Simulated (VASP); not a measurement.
# SnSe in VASP: notebook

SnSe is run at these levels: PBE+D3(BJ); tasks: single point.

Program: VASP 6.6.1. These are calculated values, not measurements. Logs are shortened: lines on timing, memory, paths and dates and some standing lists are left out, and cuts for length are marked.

### 1 The cell of the first run

The typed cell holds 8 atoms: a = 10.669 Å, b = 3.921 Å, c = 4.011 Å, α = 90.00°, β = 90.00°, γ = 90.00°.

### 2 Single point, PBE+D3(BJ) (20.98 Å³/atom)

INCAR reads:

```
PREC     = Accurate       # precision mode
ENCUT    = 520            # plane-wave cutoff, eV
EDIFF    = 1E-6           # SCF threshold, eV
ISMEAR   = 0              # smearing method
SIGMA    = 0.05           # smearing width, eV
LREAL    = F              # projectors in reciprocal space
LASPH    = T              # aspherical terms in the spheres
NELM     = 100            # most SCF steps
ALGO     = Normal         # electronic algorithm
ISIF     = 2              # what is computed and relaxed
LWAVE    = F              # write WAVECAR
LCHARG   = F              # write CHGCAR
GGA      = PE             # functional
IVDW     = 12             # dispersion correction
NBANDS   = 50             # bands
```

KPOINTS reads:

```
regular mesh
0
Gamma
  4 8 8
```

POSCAR reads:

```
SnSe
1.0
   10.6686579183      0.0000000000      0.0000000000
    0.0000000000      3.9214944469      0.0000000000
    0.0000000000      0.0000000000      4.0113940569
Sn Se
4 4
Direct
    0.1140787922      0.2500000000      0.0000539319
    0.3859212078      0.7500000000      0.5000539319
    0.6140787922      0.2500000000      0.4999460681
    0.8859212078      0.7500000000      0.9999460681
    0.3631194512      0.2500000000      0.0000024656
    0.1368805488      0.7500000000      0.5000024656
    0.8631194512      0.2500000000      0.4999975344
    0.6368805488      0.7500000000      0.9999975344
```

Potentials or basis: VASP PAW PBE potentials, release 64 (Sn_d, Se).

Command:

```sh
cat potpaw_PBE.64/Sn_d/POTCAR potpaw_PBE.64/Se/POTCAR > POTCAR
mpirun -np 1 vasp_std > vasp.out
```

OUTCAR:

```text
PREC = Accurate
   ENCUT = 520
   EDIFF = 1E-6
   ISMEAR = 0
   LREAL = F
   LASPH = T
   NELM = 100
   ISIF = 2
   GGA = PE
   IVDW = 12
 IVDW          = 12

 ion  position               nearest neighbor table
   1  0.114  0.250  0.000-   5 2.66   6 2.82   6 2.82   6 2.82   6 2.82   4 3.13   4 3.13
   2  0.386  0.750  0.500-   6 2.66   5 2.82   5 2.82   5 2.82   5 2.82   3 3.13   3 3.13
   3  0.614  0.250  0.500-   7 2.66   8 2.82   8 2.82   8 2.82   8 2.82   2 3.13   2 3.13
   4  0.886  0.750  1.000-   8 2.66   7 2.82   7 2.82   7 2.82   7 2.82   1 3.13   1 3.13
   5  0.363  0.250  0.000-   1 2.66   2 2.82   2 2.82   2 2.82   2 2.82
   6  0.137  0.750  0.500-   2 2.66   1 2.82   1 2.82   1 2.82   1 2.82
   7  0.863  0.250  0.500-   3 2.66   4 2.82   4 2.82   4 2.82   4 2.82
   8  0.637  0.750  1.000-   4 2.66   3 2.82   3 2.82   3 2.82   3 2.82

  LATTYP: Found a simple orthorhombic cell.
 ALAT       =     3.9214944469
 B/A-ratio  =     1.0229248342
 C/A-ratio  =     2.7205592314

  Lattice vectors:

 A1 = (   0.0000000000,   3.9214944469,   0.0000000000)
 A2 = (   0.0000000000,   0.0000000000,   4.0113940569)
 A3 = (  10.6686579183,   0.0000000000,   0.0000000000)

Analysis of symmetry for initial positions (statically):
=====================================================================
 Subroutine PRICEL returns:
 Original cell was already a primitive cell.

 Routine SETGRP: Setting up the symmetry group for a
 simple orthorhombic supercell.

 Subroutine GETGRP returns: Found  8 space group operations
 (whereof  2 operations were pure point group operations)
 out of a pool of  8 trial point group operations.

The static configuration has the point symmetry S_2 .
 The point group associated with its full space group is D_2h.

Analysis of symmetry for dynamics (positions and initial velocities):
=====================================================================
 Subroutine PRICEL returns:
 Original cell was already a primitive cell.

 Routine SETGRP: Setting up the symmetry group for a
 simple orthorhombic supercell.

 Subroutine GETGRP returns: Found  8 space group operations
 (whereof  2 operations were pure point group operations)
 out of a pool of  8 trial point group operations.

The dynamic configuration has the point symmetry S_2 .
 The point group associated with its full space group is D_2h.

 Subroutine INISYM returns: Found  8 space group operations
 (whereof  2 operations are pure point group operations),
 and found     1 'primitive' translations

----------------------------------------------------------------------------------------

                                     Primitive cell

  volume of cell :     167.8250

  direct lattice vectors                    reciprocal lattice vectors
    10.668657918  0.000000000  0.000000000     0.093732502  0.000000000  0.000000000
     0.000000000  3.921494447  0.000000000     0.000000000  0.255004824  0.000000000
     0.000000000  0.000000000  4.011394057     0.000000000  0.000000000  0.249289894

  length of vectors
    10.668657918  3.921494447  4.011394057     0.093732502  0.255004824  0.249289894

  position of ions in fractional coordinates (direct lattice)
     0.114078792  0.250000000  0.000053932
     0.385921208  0.750000000  0.500053932
     0.614078792  0.250000000  0.499946068
     0.885921208  0.750000000  0.999946068
     0.363119451  0.250000000  0.000002466
     0.136880549  0.750000000  0.500002466
     0.863119451  0.250000000  0.499997534
     0.636880549  0.750000000  0.999997534

  ion indices of the primitive-cell ions
   primitive index   ion index
                 1           1
                 2           2
                 3           3
                 4           4
                 5           5
                 6           6
                 7           7
                 8           8

----------------------------------------------------------------------------------------

 KPOINTS: regular mesh

Automatic generation of k-mesh.
 Grid dimensions read from file:
 generate k-points for:    4    8    8

 Generating k-lattice:

  Cartesian coordinates                     Fractional coordinates (reciprocal lattice)
     0.023433126  0.000000000  0.000000000     0.250000000  0.000000000  0.000000000
     0.000000000  0.031875603  0.000000000     0.000000000  0.125000000  0.000000000
     0.000000000  0.000000000  0.031161237     0.000000000  0.000000000  0.125000000

  Length of vectors
     0.023433126  0.031875603  0.031161237

  Shift w.r.t. Gamma in fractional coordinates (k-lattice)
     0.000000000  0.000000000  0.000000000

 Subroutine IBZKPT returns following result:
 ===========================================

 Found     75 irreducible k-points:

 Following reciprocal coordinates:
            Coordinates               Weight
  0.000000  0.000000  0.000000      1.000000
  0.250000  0.000000  0.000000      2.000000
  0.500000  0.000000  0.000000      1.000000
  0.000000  0.125000  0.000000      2.000000
  0.250000  0.125000  0.000000      4.000000
  0.500000  0.125000  0.000000      2.000000
[... 16 lines left out ...]
  0.250000  0.250000  0.125000      8.000000
  0.500000  0.250000  0.125000      4.000000
 [... further k-points ...]
   k-points           NKPTS =     75   k-points in BZ     NKDIM =     75   number of bands    NBANDS=     50
   number of dos      NEDOS =    301   number of ions     NIONS =      8
   total plane-waves  NPLWV =  72000
   dimension x,y,z NGX =    80 NGY =   30 NGZ =   30
   dimension x,y,z NGXF=   160 NGYF=   60 NGZF=   60
   ions per type =               4   4
   NGX,Y,Z   is equivalent  to a cutoff of  12.47, 12.72, 12.43 a.u.
   NGXF,Y,Z  is equivalent  to a cutoff of  24.93, 25.44, 24.87 a.u.
 SYSTEM =  unknown system
   PREC   = accura    normal or accurate (medium, high low for compatibility)
   ISTART =      0    job   : 0-new  1-cont  2-samecut
   ICHARG =      2    charge: 1-file 2-atom 10-const
   ISPIN  =      1    spin polarized calculation?
   LNONCOLLINEAR =      F non collinear calculations
   LSORBIT =      F    spin-orbit coupling
   LASPH  =      T    aspherical Exc in radial PAW
   ENCUT  =  520.0 eV  38.22 Ry    6.18 a.u.  19.84  7.29  7.46*2*pi/ulx,y,z
   NELM   =    100;   NELMIN=  2; NELMDL= -5     # of ELM steps
   EDIFF  = 0.1E-05   stopping-criterion for ELM
   LREAL  =      F    real-space projection
[... 7 lines left out ...]
   TEBEG  =    0.0;   TEEND  =   0.0 temperature during run
   PSTRESS=    0.0 pullay stress
   NELECT =      80.0000    total number of electrons
   NUPDOWN=      -1.0000    fix difference up-down
   EMIN   =  10.00;   EMAX   =-10.00  energy-range for DOS
   EFERMI =   0.00;   METHOD = LEGACY
   ISMEAR =     0;   SIGMA  =   0.05  broadening in eV -4-tet -1-fermi 0-gaus
   EFERMI_NEDOS =   21; number of points for ismear=-14 and -15
   IALGO  =     38    algorithm
   IMIX   =      4    mixing-type and parameters
     AMIX     =   0.40;   BMIX     =  1.00
     AMIX_MAG =   1.60;   BMIX_MAG =  1.00
  volume/ion in A,a.u.               =      20.98       141.57
  Fermi-wavevector in a.u.,A,eV,Ry     =   1.278849  2.416674 22.251711  1.635455
  Thomas-Fermi vector in A             =   2.411368
   LORBIT       =      0    0 simple, 1 ext, 2 COOP (PROOUT), +10 PAW based schemes
   GGA     = PE    functional components
   LHFCALC =     F    Hartree Fock is set to
   AEXX    =    0.0000 exact exchange contribution
   IVDW    =    12    specifies the selected vdW correction
   LEPSILON=     F    determine dielectric tensor
   LRPA    =     F    only Hartree local field effects (RPA)
 non-spin polarized calculation
 Gauss-broadening in eV      SIGMA  =   0.05
  energy-cutoff  :      520.00
  volume of cell :      167.83
 maximum number of plane-waves:      4556
 NGX is ok and might be reduce to    80
   NGX = 39   NGY = 15   NGZ = 15

 number of electron      80.0000005 magnetization

 Free energy of the ion-electron system (eV)
  ---------------------------------------------------
  ext. energy  EPLUGINS =         0.00000000
  ---------------------------------------------------
  free energy    TOTEN  =       -30.48045489 eV

  energy without entropy =      -30.47911064  energy(sigma->0) =      -30.47978277

 E-fermi :   8.6976     XC(G=0): -10.9029

 val. band max:        8.6840500168   @ k =   0.0000   0.1250   0.1250
 cond. band min:       8.7170795432   @ k =   0.5000   0.0000   0.5000
 fundamental gap:      0.0330295264
 Fermi energy:         8.6976206084

 k-point     1 :       0.0000    0.0000    0.0000
  band No.  band energies     occupation
      1     -13.1902      2.00000
      2     -13.1787      2.00000
      3     -13.1772      2.00000
      4     -13.1604      2.00000
      5     -13.1562      2.00000
      6     -13.1552      2.00000
[... 42 lines left out ...]
     49      13.6855      0.00000
     50      13.7177      0.00000

 k-point     2 :       0.2500    0.0000    0.0000
  band No.  band energies     occupation
      1     -13.1874      2.00000
      2     -13.1774      2.00000
      3     -13.1763      2.00000
      4     -13.1633      2.00000
      5     -13.1582      2.00000
      6     -13.1579      2.00000
[... 42 lines left out ...]
     49      13.2475      0.00000
     50      14.4174      0.00000

 k-point     3 :       0.5000    0.0000    0.0000
  band No.  band energies     occupation
      1     -13.1810      2.00000
      2     -13.1810      2.00000
      3     -13.1700      2.00000
      4     -13.1700      2.00000
      5     -13.1604      2.00000
      6     -13.1604      2.00000
[... 42 lines left out ...]
     49      13.8909      0.00000
     50      13.8909      0.00000

 k-point     4 :       0.0000    0.1250    0.0000
  band No.  band energies     occupation
      1     -13.1868      2.00000
      2     -13.1754      2.00000
      3     -13.1705      2.00000
      4     -13.1666      2.00000
      5     -13.1549      2.00000
      6     -13.1422      2.00000
[... 999 lines left out ...]
 k-point    23 :       0.2500    0.2500    0.1250
  band No.  band energies     occupation
      1     -13.1799      2.00000
      2     -13.1734      2.00000
      3     -13.1657      2.00000
      4     -13.1564      2.00000
      5     -13.1447      2.00000
      6     -13.1440      2.00000
[... 42 lines left out ...]
     49      13.3214      0.00000
     50      13.3884      0.00000

 k-point    24 :       0.5000    0.2500    0.1250
  band No.  band energies     occupation
      1     -13.1769      2.00000
      2     -13.1769      2.00000
      3     -13.1616      2.00000
      4     -13.1616      2.00000
      5     -13.1438      2.00000
      6     -13.1438      2.00000
[... 42 lines left out ...]
     49      12.8691      0.00000
     50      12.8691      0.00000

 [... further k-points ...]

------------------------ aborting loop because EDIFF is reached ----------------------------------------

 Edisp (eV)   -3.68875

 E8    (eV) :    -1.6557

  FORCE on cell =-STRESS in cart. coord.  units (eV):
  Direction    XX          YY          ZZ          XY          YZ          ZX
  --------------------------------------------------------------------------------------
  -------------------------------------------------------------------------------------
  Total      16.25838    16.06668    16.10648     0.00000     0.00000     0.00000
  in kB     155.21404   153.38394   153.76393     0.00000     0.00000     0.00000
  external pressure =      154.12 kB  Pullay stress =        0.00 kB

 VOLUME and BASIS-vectors are now :
 -----------------------------------------------------------------------------
  energy-cutoff  :      520.00
  volume of cell :      167.83
      direct lattice vectors                 reciprocal lattice vectors
    10.668657918  0.000000000  0.000000000     0.093732502  0.000000000  0.000000000
     0.000000000  3.921494447  0.000000000     0.000000000  0.255004824  0.000000000
     0.000000000  0.000000000  4.011394057     0.000000000  0.000000000  0.249289894

 POSITION                                       TOTAL-FORCE (eV/Angst)
 -----------------------------------------------------------------------------------
      1.21707      0.98037      0.00022        -0.025879     -0.000000     -0.000281
      4.11726      2.94112      2.00591         0.025879      0.000000     -0.000281
      6.55140      0.98037      2.00548        -0.025879      0.000000      0.000281
      9.45159      2.94112      4.01118         0.025879     -0.000000      0.000281
      3.87400      0.98037      0.00001         0.017430      0.000000      0.000410
      1.46033      2.94112      2.00571        -0.017430      0.000000      0.000410
      9.20833      0.98037      2.00569         0.017430      0.000000     -0.000410
      6.79466      2.94112      4.01138        -0.017430      0.000000     -0.000410
 -----------------------------------------------------------------------------------
    total drift:                               -0.000000      0.000000     -0.000000

  FREE ENERGIE OF THE ION-ELECTRON SYSTEM (eV)
  ---------------------------------------------------
  free  energy   TOTEN  =       -34.1692068501 eV

  energy  without entropy=      -34.1678626004  energy(sigma->0) =      -34.16853473
```

Wall time 7.4 min (1 thread of Intel Xeon Platinum 8488C (Sapphire Rapids), shared host); peak memory 0.57 GiB.

Results:

```yaml
Free_energy: -34.1692 eV
Pressure: 15.4 GPa
Largest_force: 0.026 eV/Å
Band_gap_on_the_k_mesh: zero (bands 40 and 41 overlap by 0.54 eV)
Dispersion_energy_per_atom: -0.461 eV
```

Forces in eV/Å, atoms in the order of the input:
```
Sn  -0.026  0.000  0.000
Sn   0.026  0.000  0.000
Sn  -0.026  0.000  0.000
Sn   0.026  0.000  0.000
Se   0.017  0.000  0.000
Se  -0.017  0.000  0.000
Se   0.017  0.000  0.000
Se  -0.017  0.000  0.000
```

Caveat: the cell stands under pressure; semilocal functionals underestimate gaps, and a narrow one can read as zero; spin-orbit coupling is left out, which moves the levels of the heavy elements.

[end of part 1 of 2]

The gap in the log of VASP goes by the Fermi energy; the results here count the filled bands.